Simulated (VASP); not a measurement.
# Mg4Si in VASP: a series of runs

Mg4Si is run at these levels: PBEsol; tasks: single point.

Program: VASP 6.6.1. These are calculated values, not measurements. Logs are shortened: lines on timing, memory, paths and dates and some standing lists are left out, and cuts for length are marked.

### Step 1. The cell of the first run

The cell holds a slab with vacuum, 5 atoms: a = 3.188 Å, b = 3.188 Å, c = 26.663 Å, α = 90.00°, β = 90.00°, γ = 120.00°.

### Step 2. Single point, PBEsol

Contents of INCAR:

```
SYSTEM = Mg4Si
  ALGO = Normal
  DIPOL = 0.5 0.5 0.511
  EDIFF = 1E-7
  ENCUT = 520
  GGA = PS
  IDIPOL = 3
  ISIF = 2
  ISMEAR = 0
  LASPH = .True.
  LCHARG = .False.
  LDIPOL = .True.
  LREAL = .False.
  LWAVE = .False.
  NBANDS = 14
  NELM = 80
  PREC = Accurate
  SIGMA = 0.1
```

Contents of KPOINTS:

```
k-points
0
Gamma
  9 9 1
  0 0 0
```

Contents of POSCAR:

```
Mg4Si
1.0
    3.1881999938      0.0000000000      0.0000000000
   -1.5940999969      2.7610621870      0.0000000000
    0.0000000000      0.0000000000     26.6626988054
Mg Si
4 1
Direct
    0.6666666667      0.3333333333      0.3187974354
    0.3333333333      0.6666666667      0.4145954247
    0.6666666667      0.3333333333      0.5097936628
    0.3333333333      0.6666666667      0.6057389470
    0.3333333333      0.6666666667      0.7064127797
```

Potentials or basis: VASP PAW PBE potentials, release 64 (Mg, Si).

Started as:

```console
> cat potpaw_PBE.64/Mg/POTCAR potpaw_PBE.64/Si/POTCAR > POTCAR
> mpirun -np 1 vasp_std > vasp.out
```

OUTCAR:

```text
SYSTEM = Mg4Si
   EDIFF = 1E-7
   ENCUT = 520
   GGA = PS
   ISIF = 2
   ISMEAR = 0
   LASPH = .True.
   LREAL = .False.
   NELM = 80
   PREC = Accurate

 ion  position               nearest neighbor table
   1  0.667  0.333  0.319-   2 3.15   2 3.15   2 3.15
   2  0.333  0.667  0.415-   3 3.14   3 3.14   3 3.14   1 3.15   1 3.15   1 3.15
   3  0.667  0.333  0.510-   2 3.14   2 3.14   2 3.14   4 3.15   4 3.15   4 3.15
   4  0.333  0.667  0.606-   5 2.68   3 3.15   3 3.15   3 3.15
   5  0.333  0.667  0.706-   4 2.68

  LATTYP: Found a hexagonal cell.
 ALAT       =     3.1881999938
 C/A-ratio  =     8.3629317035

  Lattice vectors:

 A1 = (   3.1881999938,   0.0000000000,   0.0000000000)
 A2 = (  -1.5940999969,   2.7610621870,   0.0000000000)
 A3 = (   0.0000000000,   0.0000000000,  26.6626988054)

Analysis of symmetry for initial positions (statically):
=====================================================================
 Subroutine PRICEL returns:
 Original cell was already a primitive cell.

 Routine SETGRP: Setting up the symmetry group for a
 hexagonal supercell.

 Subroutine GETGRP returns: Found  6 space group operations
 (whereof  6 operations were pure point group operations)
 out of a pool of 24 trial point group operations.

The static configuration has the point symmetry C_3v.

Analysis of symmetry for dynamics (positions and initial velocities):
=====================================================================
 Subroutine PRICEL returns:
 Original cell was already a primitive cell.

 Routine SETGRP: Setting up the symmetry group for a
 hexagonal supercell.

 Subroutine GETGRP returns: Found  6 space group operations
 (whereof  6 operations were pure point group operations)
 out of a pool of 24 trial point group operations.

The dynamic configuration has the point symmetry C_3v.

 Subroutine INISYM returns: Found  6 space group operations
 (whereof  6 operations are pure point group operations),
 and found     1 'primitive' translations

----------------------------------------------------------------------------------------

                                     Primitive cell

  volume of cell :     234.7069

  direct lattice vectors                    reciprocal lattice vectors
     3.188199994  0.000000000  0.000000000     0.313656609  0.181089728  0.000000000
    -1.594099997  2.761062187  0.000000000     0.000000000  0.362179456  0.000000000
     0.000000000  0.000000000 26.662698805     0.000000000  0.000000000  0.037505581

  length of vectors
     3.188199994  3.188199994 26.662698805     0.362179456  0.362179456  0.037505581

  position of ions in fractional coordinates (direct lattice)
     0.666666667  0.333333333  0.318797435
     0.333333333  0.666666667  0.414595425
     0.666666667  0.333333333  0.509793663
     0.333333333  0.666666667  0.605738947
     0.333333333  0.666666667  0.706412780

  ion indices of the primitive-cell ions
   primitive index   ion index
                 1           1
                 2           2
                 3           3
                 4           4
                 5           5

----------------------------------------------------------------------------------------

 KPOINTS: k-points

Automatic generation of k-mesh.
 Grid dimensions read from file:
 generate k-points for:    9    9    1

 Generating k-lattice:

  Cartesian coordinates                     Fractional coordinates (reciprocal lattice)
     0.034850734  0.020121081  0.000000000     0.111111111 -0.000000000  0.000000000
     0.000000000  0.040242162  0.000000000     0.000000000  0.111111111  0.000000000
     0.000000000  0.000000000  0.037505581     0.000000000  0.000000000  1.000000000

  Length of vectors
     0.040242162  0.040242162  0.037505581

  Shift w.r.t. Gamma in fractional coordinates (k-lattice)
     0.000000000  0.000000000  0.000000000

 Subroutine IBZKPT returns following result:
 ===========================================

 Found     12 irreducible k-points:

 Following reciprocal coordinates:
            Coordinates               Weight
  0.000000  0.000000  0.000000      1.000000
  0.111111  0.000000  0.000000      6.000000
  0.222222  0.000000  0.000000      6.000000
  0.333333 -0.000000  0.000000      6.000000
  0.444444  0.000000  0.000000      6.000000
  0.111111  0.111111  0.000000      6.000000
  0.222222  0.111111  0.000000     12.000000
  0.333333  0.111111  0.000000     12.000000
  0.444444  0.111111  0.000000      6.000000
  0.222222  0.222222  0.000000      6.000000
  0.333333  0.222222  0.000000     12.000000
  0.333333  0.333333  0.000000      2.000000
   k-points           NKPTS =     12   k-points in BZ     NKDIM =     12   number of bands    NBANDS=     14
   number of dos      NEDOS =    301   number of ions     NIONS =      5
   total plane-waves  NPLWV = 115200
   dimension x,y,z NGX =    24 NGY =   24 NGZ =  200
   dimension x,y,z NGXF=    48 NGYF=   48 NGZF=  400
   ions per type =               4   1
   NGX,Y,Z   is equivalent  to a cutoff of  12.51, 12.51, 12.47 a.u.
   NGXF,Y,Z  is equivalent  to a cutoff of  25.03, 25.03, 24.94 a.u.
 SYSTEM =  Mg4Si
   PREC   = accura    normal or accurate (medium, high low for compatibility)
   ISTART =      0    job   : 0-new  1-cont  2-samecut
   ICHARG =      2    charge: 1-file 2-atom 10-const
   ISPIN  =      1    spin polarized calculation?
   LNONCOLLINEAR =      F non collinear calculations
   LSORBIT =      F    spin-orbit coupling
   LASPH  =      T    aspherical Exc in radial PAW
   ENCUT  =  520.0 eV  38.22 Ry    6.18 a.u.   5.93  5.93 49.57*2*pi/ulx,y,z
   NELM   =     80;   NELMIN=  2; NELMDL= -5     # of ELM steps
   EDIFF  = 0.1E-06   stopping-criterion for ELM
   LREAL  =      F    real-space projection
   EDIFFG = 0.1E-05   stopping-criterion for IOM
   NSW    =      0    number of steps for IOM
   IBRION =     -1    ionic relax: 0-MD 1-quasi-New 2-CG
   NFREE  =      0    steps in history (QN), initial steepest desc. (CG)
   ISIF   =      2    stress and relaxation
   ISYM   =      2    0-nonsym 1-usesym 2-fastsym
   POTIM  = 0.5000    time-step for ionic-motion
   TEBEG  =    0.0;   TEEND  =   0.0 temperature during run
   PSTRESS=    0.0 pullay stress
   NELECT =      12.0000    total number of electrons
   NUPDOWN=      -1.0000    fix difference up-down
   EMIN   =  10.00;   EMAX   =-10.00  energy-range for DOS
   EFERMI =   0.00;   METHOD = LEGACY
   ISMEAR =     0;   SIGMA  =   0.10  broadening in eV -4-tet -1-fermi 0-gaus
   EFERMI_NEDOS =   21; number of points for ismear=-14 and -15
   IALGO  =     38    algorithm
   IMIX   =      4    mixing-type and parameters
     AMIX     =   0.40;   BMIX     =  1.00
     AMIX_MAG =   1.60;   BMIX_MAG =  1.00
  volume/ion in A,a.u.               =      46.94       316.78
  Fermi-wavevector in a.u.,A,eV,Ry     =   0.607612  1.148221  5.023173  0.369193
  Thomas-Fermi vector in A             =   1.662139
   LORBIT       =      0    0 simple, 1 ext, 2 COOP (PROOUT), +10 PAW based schemes
   GGA     = PS    functional components
   LHFCALC =     F    Hartree Fock is set to
   AEXX    =    0.0000 exact exchange contribution
   IVDW    =     0    specifies the selected vdW correction
   LEPSILON=     F    determine dielectric tensor
   LRPA    =     F    only Hartree local field effects (RPA)
 non-spin polarized calculation
 Gauss-broadening in eV      SIGMA  =   0.10
  energy-cutoff  :      520.00
  volume of cell :      234.71
 maximum number of plane-waves:      6364
 NGX is ok and might be reduce to    24
   NGX = 11   NGY = 11   NGZ = 99

 number of electron      11.9999999 magnetization

 dipolmoment           0.000000      0.000000      0.051433 electrons x Angstroem

 Free energy of the ion-electron system (eV)
  ---------------------------------------------------
  ext. energy  EPLUGINS =         0.00000000
  ---------------------------------------------------
  free energy    TOTEN  =       -10.57686315 eV

  energy without entropy =      -10.55125273  energy(sigma->0) =      -10.56405794

 E-fermi :  -0.7613     XC(G=0):  -4.8235

 val. band max:       -0.7995924799   @ k =   0.2222   0.1111   0.0000
 cond. band min:      -0.7502375832   @ k =   0.4444   0.0000   0.0000
 fundamental gap:      0.0493548967
 Fermi energy:        -0.7612922599

 k-point     1 :       0.0000    0.0000    0.0000
  band No.  band energies     occupation
      1      -9.8227      2.00000
      2      -7.3604      2.00000
      3      -6.5269      2.00000
      4      -5.2240      2.00000
      5      -3.7150      2.00000
      6      -2.2904      2.00000
      7      -0.3167      0.00000
      8       1.6484      0.00000
      9       2.9360      0.00000
     10       3.7607      0.00000
     11       4.0268      0.00000
     12       5.3161      0.00000
     13       5.4763      0.00000
     14       5.6156      0.00000

 k-point     2 :       0.1111    0.0000    0.0000
  band No.  band energies     occupation
      1      -9.6010      2.00000
      2      -7.1171      2.00000
      3      -6.2858      2.00000
      4      -4.9865      2.00000
      5      -3.4866      2.00000
      6      -2.0698      2.00000
      7      -0.0992      0.00000
      8       1.8710      0.00000
      9       3.1647      0.00000
     10       3.7238      0.00000
     11       4.0536      0.00000
     12       4.2580      0.00000
     13       4.8252      0.00000
     14       5.6827      0.00000

 k-point     3 :       0.2222    0.0000    0.0000
  band No.  band energies     occupation
      1      -8.9444      2.00000
      2      -6.3913      2.00000
      3      -5.5667      2.00000
      4      -4.2789      2.00000
      5      -2.8106      2.00000
      6      -1.4171      2.00000
      7       0.5075      0.00000
      8       1.1792      0.00000
      9       2.5016      0.00000
     10       3.8118      0.00000
     11       3.9608      0.00000
     12       4.2033      0.00000
     13       4.5265      0.00000
     14       4.8511      0.00000

 k-point     4 :       0.3333   -0.0000    0.0000
  band No.  band energies     occupation
      1      -7.8930      2.00000
      2      -5.1948      2.00000
      3      -4.3830      2.00000
      4      -3.1205      2.00000
      5      -1.7330      2.00000
      6      -1.4237      2.00000
      7      -0.3687      0.00000
      8       0.9800      0.00000
      9       1.6465      0.00000
     10       2.0362      0.00000
     11       3.1303      0.00000
     12       3.2656      0.00000
     13       3.7993      0.00000
     14       4.7428      0.00000

 k-point     5 :       0.4444    0.0000    0.0000
  band No.  band energies     occupation
      1      -6.6636      2.00000
      2      -3.5945      2.00000
      3      -3.4183      2.00000
      4      -2.7340      2.00000
      5      -1.5839      2.00000
      6      -1.4788      2.00000
      7      -0.7502      0.87577
      8      -0.2196      0.00000
      9       0.6750      0.00000
     10       1.1792      0.00000
     11       2.3313      0.00000
[... 72 lines left out ...]
 k-point    10 :       0.2222    0.2222    0.0000
  band No.  band energies     occupation
      1      -7.2887      2.00000
      2      -4.4849      2.00000
      3      -3.6825      2.00000
      4      -2.4412      2.00000
      5      -1.3956      2.00000
      6      -1.1036      2.00000
      7       0.1695      0.00000
      8       0.2160      0.00000
      9       1.5786      0.00000
     10       1.6991      0.00000
     11       2.3455      0.00000
     12       2.4078      0.00000
     13       2.7844      0.00000
     14       3.7475      0.00000

 k-point    11 :       0.3333    0.2222    0.0000
  band No.  band energies     occupation
      1      -6.1459      2.00000
      2      -2.9531      2.00000
      3      -2.7788      2.00000
      4      -2.0497      2.00000
      5      -0.9436      1.99008
      6      -0.8246      1.62947
      7      -0.7005      0.39008
      8      -0.1635      0.00000
      9       0.3508      0.00000
     10       1.0178      0.00000
     11       1.3466      0.00000
     12       1.8538      0.00000
     13       2.3628      0.00000
     14       3.0391      0.00000

 k-point    12 :       0.3333    0.3333    0.0000
  band No.  band energies     occupation
      1      -5.6065      2.00000
      2      -2.3790      2.00000
      3      -2.3724      2.00000
      4      -1.0630      1.99998
      5      -1.0457      1.99994
      6      -1.0137      1.99964
      7      -0.3830      0.00000
      8      -0.2663      0.00000
      9      -0.1835      0.00000
     10       0.1111      0.00000
     11       0.9860      0.00000
     12       1.5824      0.00000
     13       1.9655      0.00000
     14       2.6054      0.00000

------------------------ aborting loop because EDIFF is reached ----------------------------------------

 vacuum level on the upper side and lower side of the slab       (xc-potential included)         0.441        -0.568

  FORCE on cell =-STRESS in cart. coord.  units (eV):
  Direction    XX          YY          ZZ          XY          YZ          ZX
  --------------------------------------------------------------------------------------
  -------------------------------------------------------------------------------------
  Total       -3.3669902     -3.3669902      0.1633636      0.0000000     -0.0000000      0.0000000
  in kB      -22.9840512    -22.9840512      1.1151675      0.0000000     -0.0000000      0.0000000
  external PRESSURE =     -14.9509783 kB  Pullay stress =       0.0000000 kB

 VOLUME and BASIS-vectors are now :
 -----------------------------------------------------------------------------
  energy-cutoff  :      520.00
  volume of cell :      234.71
      direct lattice vectors                 reciprocal lattice vectors
     3.188199994  0.000000000  0.000000000     0.313656609  0.181089728  0.000000000
    -1.594099997  2.761062187  0.000000000     0.000000000  0.362179456  0.000000000
     0.000000000  0.000000000 26.662698805     0.000000000  0.000000000  0.037505581

 POSITION                                       TOTAL-FORCE (eV/Angst)
 -----------------------------------------------------------------------------------
      1.59410      0.92035      8.50000        -0.000000      0.000000     -0.087162
     -0.00000      1.84071     11.05423        -0.000000      0.000000      0.085230
      1.59410      0.92035     13.59247        -0.000000      0.000000      0.001851
     -0.00000      1.84071     16.15064         0.000000      0.000000      0.023321
     -0.00000      1.84071     18.83487        -0.000000     -0.000000     -0.023240
 -----------------------------------------------------------------------------------
    total drift:                               -0.000000      0.000000     -0.000027

  FREE ENERGIE OF THE ION-ELECTRON SYSTEM (eV)
  ---------------------------------------------------
  free  energy   TOTEN  =       -10.5768631540 eV

  energy  without entropy=      -10.5512527301  energy(sigma->0) =      -10.56405794

 vacuum level on the upper side and lower side of the slab         4.060         3.027
```

It took 46 s on 1 thread of Intel Xeon 6975P-C (Granite Rapids), shared host; peak memory 0.33 GiB.

Results:

- Free energy: -10.5769 eV
- Largest force: 0.087 eV/Å
- Band gap on the k mesh: 0.05 eV (least direct gap 0.12 eV)

Forces on the atoms (eV/Å):
```
Mg   0.000  0.000 -0.087
Mg   0.000  0.000  0.085
Mg   0.000  0.000  0.002
Mg   0.000  0.000  0.023
Si   0.000  0.000 -0.023
```

Caveat: the PAW data sets were made with another functional, which shifts forces and pressure a little.

### Step 3. Single point, PBEsol

Contents of INCAR:

```
  ALGO = Normal
  DIPOL = 0.5 0.5 0.507
  EDIFF = 1E-6
  ENCUT = 520
  GGA = PS
  IDIPOL = 3
  ISIF = 2
  ISMEAR = 0
  LASPH = T
  LCHARG = F
  LDIPOL = T
  LREAL = F
  LWAVE = F
  NBANDS = 14
  NELM = 80
  PREC = Accurate
  SIGMA = 0.1
```

Contents of KPOINTS:

```
k-points
0
Gamma
  9 9 1
```

Contents of POSCAR:

```
Mg4Si
1.0
    3.1881999938      0.0000000000      0.0000000000
   -1.5940999969      2.7610621870      0.0000000000
    0.0000000000      0.0000000000     26.6626988054
Mg Si
4 1
Direct
    0.6666666666      0.3333333333      0.3187974354
    0.3333333333      0.6666666667      0.4145954247
    0.6663863177      0.3327726353      0.5093058889
    0.3330721175      0.6661442350      0.6057595448
   -0.3335170728     -0.6670341455      0.6865035346
```

Potentials or basis: VASP PAW PBE potentials, release 64 (Mg, Si).

Started as:

```console
> cat potpaw_PBE.64/Mg/POTCAR potpaw_PBE.64/Si/POTCAR > POTCAR
> mpirun -np 1 vasp_std > vasp.out
```

OUTCAR:

```text
EDIFF = 1E-6
   ENCUT = 520
   GGA = PS
   ISIF = 2
   ISMEAR = 0
   LASPH = T
   LREAL = F
   NELM = 80
   PREC = Accurate

 ion  position               nearest neighbor table
   1  0.667  0.333  0.319-   2 3.15   2 3.15   2 3.15
   2  0.333  0.667  0.415-   3 3.12   3 3.13   3 3.13   1 3.15   1 3.15   1 3.15
   3  0.666  0.333  0.509-   2 3.12   2 3.13   2 3.13   4 3.16   4 3.16   4 3.16
   4  0.333  0.666  0.606-   5 2.83   5 2.83   5 2.83   3 3.16   3 3.16   3 3.16
   5  0.666  0.333  0.687-   4 2.83   4 2.83   4 2.83

  LATTYP: Found a hexagonal cell.
 ALAT       =     3.1881999938
[... 613 lines left out ...]
  -------------------------------------------------------------------------------------
  Total       -2.7550552     -2.7537144      0.0698798      0.0000000      0.0013556      0.0000000
  in kB      -18.8068057    -18.7976526      0.4770199      0.0000000      0.0092534      0.0000000
  external PRESSURE =     -12.3758128 kB  Pullay stress =       0.0000000 kB

 VOLUME and BASIS-vectors are now :
 -----------------------------------------------------------------------------
  energy-cutoff  :      520.00
  volume of cell :      234.71
      direct lattice vectors                 reciprocal lattice vectors
     3.188199994  0.000000000  0.000000000     0.313656609  0.181089728  0.000000000
    -1.594099997  2.761062187  0.000000000     0.000000000  0.362179456  0.000000000
     0.000000000  0.000000000 26.662698805     0.000000000  0.000000000  0.037505581

 POSITION                                       TOTAL-FORCE (eV/Angst)
 -----------------------------------------------------------------------------------
      1.59410      0.92035      8.50000        -0.000000     -0.000077     -0.044319
     -0.00000      1.84071     11.05423        -0.000000     -0.000701      0.048200
      1.59410      0.91881     13.57947         0.000000      0.000778      0.002758
      0.00000      1.83927     16.15118         0.000000      0.000384      0.000153
      1.59410      0.91934     18.30404        -0.000000     -0.000384     -0.006792
 -----------------------------------------------------------------------------------
    total drift:                               -0.000000     -0.000005      0.000080

  FREE ENERGIE OF THE ION-ELECTRON SYSTEM (eV)
  ---------------------------------------------------
  free  energy   TOTEN  =       -11.1402192082 eV

  energy  without entropy=      -11.1333694450  energy(sigma->0) =      -11.13679433

 vacuum level on the upper side and lower side of the slab         4.124         2.944
```

Wall time 69 s (1 thread of Intel Xeon 6975P-C (Granite Rapids), shared host); peak memory 0.35 GiB.

What came out:

| Property | Result |
| --- | --- |
| Free energy | -11.1402 eV |
| Largest force | 0.048 eV/Å |
| Band gap on the k mesh | zero (bands 6 and 7 overlap by 0.23 eV) |

Forces on the atoms (eV/Å):
```
Mg   0.000  0.000 -0.044
Mg   0.000 -0.001  0.048
Mg   0.000  0.001  0.003
Mg   0.000  0.000  0.000
Si   0.000  0.000 -0.007
```

Levels at points of the mesh, in eV from the Fermi level:
```
           k point  band 4  band 5  band 6  band 7  band 8  band 9
(0.00, 0.00, 0.00)   -4.44   -2.89   -1.35    0.90    2.78    3.83
```

Caveat: the PAW data sets were made with another functional, which shifts forces and pressure a little.

The gap in the log of VASP goes by the Fermi energy; the results here count the filled bands.